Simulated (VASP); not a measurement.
# Be (P6_3/mmc) in VASP: notebook

Be is run at these levels: PBEsol; tasks: single point.

All numbers are computed with VASP 6.6.1; they aren't measurements. Logs are shortened: lines on timing, memory, paths and dates and some standing lists are left out, and cuts for length are marked.

## (1) The cell of the first run

It takes space group P6_3/mmc (No. 194, hexagonal). The conventional cell has a = 2.231 Å, b = 2.231 Å, c = 3.493 Å, α = 90.00°, β = 90.00°, γ = 120.00°. Within 2.9 Å of Be (site symmetry -6m2) lie 12 Be at 2.17 to 2.23 Å.

## (2) Single point, PBEsol (strain -0.030 along x and y, -0.030 along z)

File INCAR:

```
SYSTEM = Be
PREC     = Accurate       ! precision mode
ENCUT    = 520            ! plane-wave cutoff, eV
EDIFF    = 1E-6           ! SCF threshold, eV
ISMEAR   = 0              ! smearing method
SIGMA    = 0.15           ! smearing width, eV
LREAL    = .FALSE.        ! projectors in reciprocal space
LASPH    = .TRUE.         ! aspherical terms in the spheres
NELM     = 60             ! most SCF steps
ALGO     = Normal         ! electronic algorithm
ISIF     = 2              ! what is computed and relaxed
LWAVE    = .FALSE.        ! write WAVECAR
LCHARG   = .FALSE.        ! write CHGCAR
GGA      = PS             ! functional
NBANDS   = 9              ! bands
```

File KPOINTS:

```
Automatic mesh
0
G
  24 24 14
  0 0 0
```

File POSCAR:

```
Be
1.0
    2.2305169254      0.0000000000      0.0000000000
   -1.1152584627      1.9316843209      0.0000000000
    0.0000000000      0.0000000000      3.4928730000
Be
2
Direct
    0.3333333333      0.6666666667      0.2500000000
    0.6666666667      0.3333333333      0.7500000000
```

Potentials or basis: VASP PAW PBE potentials, release 64 (Be).

Command:

```bash
$ cat potpaw_PBE.64/Be/POTCAR > POTCAR
$ mpirun -np 1 vasp_std > vasp.out
```

OUTCAR:

```text
SYSTEM = Be
   PREC = Accurate
   ENCUT = 520
   EDIFF = 1E-6
   ISMEAR = 0
   LREAL = .FALSE.
   LASPH = .TRUE.
   NELM = 60
   ISIF = 2
   GGA = PS

 ion  position               nearest neighbor table
   1  0.333  0.667  0.250-   2 2.17   2 2.17   2 2.17   2 2.17   2 2.17   2 2.17
   2  0.667  0.333  0.750-   1 2.17   1 2.17   1 2.17   1 2.17   1 2.17   1 2.17

  LATTYP: Found a hexagonal cell.
 ALAT       =     2.2305169254
 C/A-ratio  =     1.5659477676

  Lattice vectors:

 A1 = (   2.2305169254,   0.0000000000,   0.0000000000)
 A2 = (  -1.1152584627,   1.9316843209,   0.0000000000)
 A3 = (   0.0000000000,   0.0000000000,   3.4928730000)

Analysis of symmetry for initial positions (statically):
=====================================================================
 Subroutine PRICEL returns:
 Original cell was already a primitive cell.

 Routine SETGRP: Setting up the symmetry group for a
 hexagonal supercell.

 Subroutine GETGRP returns: Found 24 space group operations
 (whereof 12 operations were pure point group operations)
 out of a pool of 24 trial point group operations.

The static configuration has the point symmetry D_3d.
 The point group associated with its full space group is D_6h.

Analysis of symmetry for dynamics (positions and initial velocities):
=====================================================================
 Subroutine PRICEL returns:
 Original cell was already a primitive cell.

 Routine SETGRP: Setting up the symmetry group for a
 hexagonal supercell.

 Subroutine GETGRP returns: Found 24 space group operations
 (whereof 12 operations were pure point group operations)
 out of a pool of 24 trial point group operations.

The dynamic configuration has the point symmetry D_3d.
 The point group associated with its full space group is D_6h.

 Subroutine INISYM returns: Found 24 space group operations
 (whereof 12 operations are pure point group operations),
 and found     1 'primitive' translations

----------------------------------------------------------------------------------------

                                     Primitive cell

  volume of cell :      15.0496

  direct lattice vectors                    reciprocal lattice vectors
     2.230516925  0.000000000  0.000000000     0.448326569  0.258841465  0.000000000
    -1.115258463  1.931684321  0.000000000     0.000000000  0.517682930  0.000000000
     0.000000000  0.000000000  3.492873000     0.000000000  0.000000000  0.286297269

  length of vectors
     2.230516925  2.230516925  3.492873000     0.517682930  0.517682930  0.286297269

  position of ions in fractional coordinates (direct lattice)
     0.333333333  0.666666667  0.250000000
     0.666666667  0.333333333  0.750000000

  ion indices of the primitive-cell ions
   primitive index   ion index
                 1           1
                 2           2

----------------------------------------------------------------------------------------

 KPOINTS: Automatic mesh

Automatic generation of k-mesh.
 Grid dimensions read from file:
 generate k-points for:   24   24   14

 Generating k-lattice:

  Cartesian coordinates                     Fractional coordinates (reciprocal lattice)
     0.018680274  0.010785061  0.000000000     0.041666667  0.000000000  0.000000000
     0.000000000  0.021570122  0.000000000     0.000000000  0.041666667  0.000000000
     0.000000000  0.000000000  0.020449805     0.000000000  0.000000000  0.071428571

  Length of vectors
     0.021570122  0.021570122  0.020449805

  Shift w.r.t. Gamma in fractional coordinates (k-lattice)
     0.000000000  0.000000000  0.000000000

 Subroutine IBZKPT returns following result:
 ===========================================

 Found    488 irreducible k-points:

 Following reciprocal coordinates:
            Coordinates               Weight
  0.000000  0.000000  0.000000      1.000000
  0.041667  0.000000  0.000000      6.000000
  0.083333  0.000000  0.000000      6.000000
  0.125000  0.000000  0.000000      6.000000
  0.166667  0.000000  0.000000      6.000000
  0.208333  0.000000  0.000000      6.000000
[... 16 lines left out ...]
  0.416667  0.041667  0.000000     12.000000
  0.458333  0.041667  0.000000     12.000000
 [... further k-points ...]
   k-points           NKPTS =    488   k-points in BZ     NKDIM =    488   number of bands    NBANDS=      9
   number of dos      NEDOS =    301   number of ions     NIONS =      2
   total plane-waves  NPLWV =   9072
   dimension x,y,z NGX =    18 NGY =   18 NGZ =   28
   dimension x,y,z NGXF=    36 NGYF=   36 NGZF=   56
   ions per type =               2
   NGX,Y,Z   is equivalent  to a cutoff of  13.42, 13.42, 13.33 a.u.
   NGXF,Y,Z  is equivalent  to a cutoff of  26.83, 26.83, 26.65 a.u.
 SYSTEM =  Be
   PREC   = accura    normal or accurate (medium, high low for compatibility)
   ISTART =      0    job   : 0-new  1-cont  2-samecut
   ICHARG =      2    charge: 1-file 2-atom 10-const
   ISPIN  =      1    spin polarized calculation?
   LNONCOLLINEAR =      F non collinear calculations
   LSORBIT =      F    spin-orbit coupling
   LASPH  =      T    aspherical Exc in radial PAW
   ENCUT  =  520.0 eV  38.22 Ry    6.18 a.u.   4.15  4.15  6.49*2*pi/ulx,y,z
   NELM   =     60;   NELMIN=  2; NELMDL= -5     # of ELM steps
   EDIFF  = 0.1E-05   stopping-criterion for ELM
   LREAL  =      F    real-space projection
   EDIFFG = 0.1E-04   stopping-criterion for IOM
   NSW    =      0    number of steps for IOM
   IBRION =     -1    ionic relax: 0-MD 1-quasi-New 2-CG
   NFREE  =      0    steps in history (QN), initial steepest desc. (CG)
   ISIF   =      2    stress and relaxation
   ISYM   =      2    0-nonsym 1-usesym 2-fastsym
   POTIM  = 0.5000    time-step for ionic-motion
   TEBEG  =    0.0;   TEEND  =   0.0 temperature during run
   PSTRESS=    0.0 pullay stress
   NELECT =       4.0000    total number of electrons
   NUPDOWN=      -1.0000    fix difference up-down
   EMIN   =  10.00;   EMAX   =-10.00  energy-range for DOS
   EFERMI =   0.00;   METHOD = LEGACY
   ISMEAR =     0;   SIGMA  =   0.15  broadening in eV -4-tet -1-fermi 0-gaus
   EFERMI_NEDOS =   21; number of points for ismear=-14 and -15
   IALGO  =     38    algorithm
   IMIX   =      4    mixing-type and parameters
     AMIX     =   0.40;   BMIX     =  1.00
     AMIX_MAG =   1.60;   BMIX_MAG =  1.00
  volume/ion in A,a.u.               =       7.52        50.78
  Fermi-wavevector in a.u.,A,eV,Ry     =   1.052576  1.989080 15.074107  1.107916
  Thomas-Fermi vector in A             =   2.187664
   LORBIT       =      0    0 simple, 1 ext, 2 COOP (PROOUT), +10 PAW based schemes
   GGA     = PS    functional components
   LHFCALC =     F    Hartree Fock is set to
   AEXX    =    0.0000 exact exchange contribution
   IVDW    =     0    specifies the selected vdW correction
   LEPSILON=     F    determine dielectric tensor
   LRPA    =     F    only Hartree local field effects (RPA)
 non-spin polarized calculation
 Gauss-broadening in eV      SIGMA  =   0.15
  energy-cutoff  :      520.00
  volume of cell :       15.05
 maximum number of plane-waves:       424
 NGX is ok and might be reduce to    18
   NGX =  9   NGY =  9   NGZ = 13

 number of electron       4.0000000 magnetization

 Free energy of the ion-electron system (eV)
  ---------------------------------------------------
  ext. energy  EPLUGINS =         0.00000000
  ---------------------------------------------------
  free energy    TOTEN  =        -7.98309301 eV

  energy without entropy =       -7.98090544  energy(sigma->0) =       -7.98199923

 E-fermi :   7.3602     XC(G=0): -10.7712

 val. band max:        7.3515942004   @ k =   0.2917   0.2917   0.0000
 cond. band min:       7.4040764563   @ k =   0.2917   0.2500   0.0000
 fundamental gap:      0.0524822559
 Fermi energy:         7.3602257761

 k-point     1 :       0.0000    0.0000    0.0000
  band No.  band energies     occupation
      1      -4.1889      2.00000
      2       2.8399      2.00000
      3       8.8212      0.00000
      4      23.9327      0.00000
      5      23.9327      0.00000
      6      26.9093      0.00000
      7      26.9093      0.00000
      8      29.3299      0.00000
      9      35.2811      0.00000

 k-point     2 :       0.0417    0.0000    0.0000
  band No.  band energies     occupation
      1      -4.1384      2.00000
      2       2.9073      2.00000
      3       8.8330      0.00000
      4      23.4897      0.00000
      5      23.5792      0.00000
      6      26.9265      0.00000
      7      27.1203      0.00000
      8      29.2266      0.00000
      9      34.3065      0.00000

 k-point     3 :       0.0833    0.0000    0.0000
  band No.  band energies     occupation
      1      -3.9870      2.00000
      2       3.1097      2.00000
      3       8.8667      0.00000
      4      22.3292      0.00000
      5      22.7864      0.00000
      6      26.9439      0.00000
      7      27.4593      0.00000
      8      28.8878      0.00000
      9      32.7567      0.00000

 k-point     4 :       0.1250    0.0000    0.0000
  band No.  band energies     occupation
      1      -3.7345      2.00000
      2       3.4466      2.00000
      3       8.9153      0.00000
      4      20.7645      0.00000
      5      21.8630      0.00000
      6      26.9049      0.00000
      7      27.5938      0.00000
      8      28.2318      0.00000
      9      31.0365      0.00000
[... 205 lines left out ...]
 k-point    22 :       0.3750    0.0417    0.0000
  band No.  band energies     occupation
      1       0.3679      2.00000
      2       6.4561      2.00000
      3       8.8339      0.00000
      4      13.9302      0.00000
      5      16.9085      0.00000
      6      17.2796      0.00000
      7      20.1809      0.00000
      8      25.2738      0.00000
      9      28.1958      0.00000

 k-point    23 :       0.4167    0.0417    0.0000
  band No.  band energies     occupation
      1       1.2905      2.00000
      2       5.3443      2.00000
      3      10.0269      0.00000
      4      14.2117      0.00000
      5      15.6200      0.00000
      6      16.4371      0.00000
      7      19.3859      0.00000
      8      25.0775      0.00000
      9      28.2148      0.00000

 k-point    24 :       0.4583    0.0417    0.0000
  band No.  band energies     occupation
      1       2.0889      2.00000
      2       4.4310      2.00000
      3      11.0415      0.00000
      4      14.3690      0.00000
      5      14.5220      0.00000
      6      16.0691      0.00000
      7      18.9674      0.00000
      8      24.9776      0.00000
      9      28.2267      0.00000

 [... further k-points ...]
[... 5 lines left out ...]
  --------------------------------------------------------------------------------------
  -------------------------------------------------------------------------------------
  Total        0.4598601      0.4598601      0.7458798      0.0000000      0.0000000     -0.0000000
  in kB       48.9566672     48.9566672     79.4063027      0.0000000      0.0000000     -0.0000000
  external PRESSURE =      59.1065457 kB  Pullay stress =       0.0000000 kB

 VOLUME and BASIS-vectors are now :
 -----------------------------------------------------------------------------
  energy-cutoff  :      520.00
  volume of cell :       15.05
      direct lattice vectors                 reciprocal lattice vectors
     2.230516925  0.000000000  0.000000000     0.448326569  0.258841465  0.000000000
    -1.115258463  1.931684321  0.000000000     0.000000000  0.517682930  0.000000000
     0.000000000  0.000000000  3.492873000     0.000000000  0.000000000  0.286297269

 POSITION                                       TOTAL-FORCE (eV/Angst)
 -----------------------------------------------------------------------------------
     -0.00000      1.28779      0.87322         0.000000      0.000000      0.000000
      1.11526      0.64389      2.61965        -0.000000     -0.000000      0.000000
 -----------------------------------------------------------------------------------
    total drift:                                0.000000     -0.000000      0.000000

  FREE ENERGIE OF THE ION-ELECTRON SYSTEM (eV)
  ---------------------------------------------------
  free  energy   TOTEN  =        -7.9830930082 eV

  energy  without entropy=       -7.9809054435  energy(sigma->0) =       -7.98199923
```

Wall time 25 s (1 thread of AMD EPYC 9R45 (Zen 5), shared host); peak memory 0.14 GiB.

Results:

```
Free energy            : -7.9831 eV
Pressure               : 5.9 GPa
Band gap on the k mesh : zero (bands 2 and 3 overlap by 2.14 eV)
```

Levels at points of the mesh, in eV from the Fermi level:
```
           k point  band 1  band 2  band 3  band 4  band 5  band 6  band 7
(0.00, 0.00, 0.00)  -11.55   -4.52    1.46   16.57   16.57   19.55   19.55
(0.50, 0.00, 0.00)   -5.17   -3.13    3.82    6.75    7.22    9.72   10.64
(0.00, 0.00, 0.50)   -9.34   -9.34   11.36   11.36   18.32   18.32   18.32
(0.50, 0.00, 0.50)   -3.74   -3.74    1.79    1.79   12.46   12.46   16.19
```

Caveat: the cell differs from its parent crystal (strain -0.030 along x and y, -0.030 along z); the cell stands under pressure; the PAW data sets were made with another functional, which shifts forces and pressure a little.

## (3) Single point, PBEsol (strain -0.030 along x and y, -0.015 along z)

File INCAR:

```
  PREC = Accurate
  ENCUT = 520
  EDIFF = 1E-6
  ISMEAR = 0
  SIGMA = 0.15
  LREAL = F
  LASPH = T
  NELM = 60
  ALGO = Fast
  ISIF = 2
  LWAVE = F
  LCHARG = T
  GGA = PS
  LELF = T
  LVHAR = T
  NBANDS = 9
```

File KPOINTS:

```
Automatic mesh
0
Gamma
  24 24 14
```

Edit POSCAR of step 2 so:

```diff
@@ -4,3 +4,3 @@
    -1.1152584627      1.9316843209      0.0000000000
-    0.0000000000      0.0000000000      3.4928730000
+    0.0000000000      0.0000000000      3.5468865000
 Be
```

Potentials or basis: VASP PAW PBE potentials, release 64 (Be).

Command:

```bash
$ cat potpaw_PBE.64/Be/POTCAR > POTCAR
$ mpirun -np 1 vasp_std > vasp.out
```

Wall time 31 s (1 thread of AMD EPYC 9R45 (Zen 5), shared host); peak memory 0.14 GiB.

The run converged. Its results:

```yaml
Free_energy: -7.9899 eV
Pressure: 3.6 GPa
Band_gap_on_the_k_mesh: zero (bands 2 and 3 overlap by 2.04 eV)
```

Stress tensor (GPa, compression positive):
```
4.67 0.00 0.00
0.00 4.67 0.00
0.00 0.00 1.45
```

Levels at points of the mesh, in eV from the Fermi level:
```
           k point  band 1  band 2  band 3  band 4  band 5
(0.00, 0.00, 0.00)  -11.53   -4.68    1.08   16.63   16.63
(0.50, 0.00, 0.00)   -5.12   -3.12    3.69    6.57    6.87
(0.00, 0.00, 0.50)   -9.37   -9.37   10.70   10.70   18.29
(0.50, 0.00, 0.50)   -3.73   -3.73    1.72    1.72   12.44
```

Caveat: the cell differs from its parent crystal (strain -0.030 along x and y, -0.015 along z); the cell stands under pressure; the PAW data sets were made with another functional, which shifts forces and pressure a little.
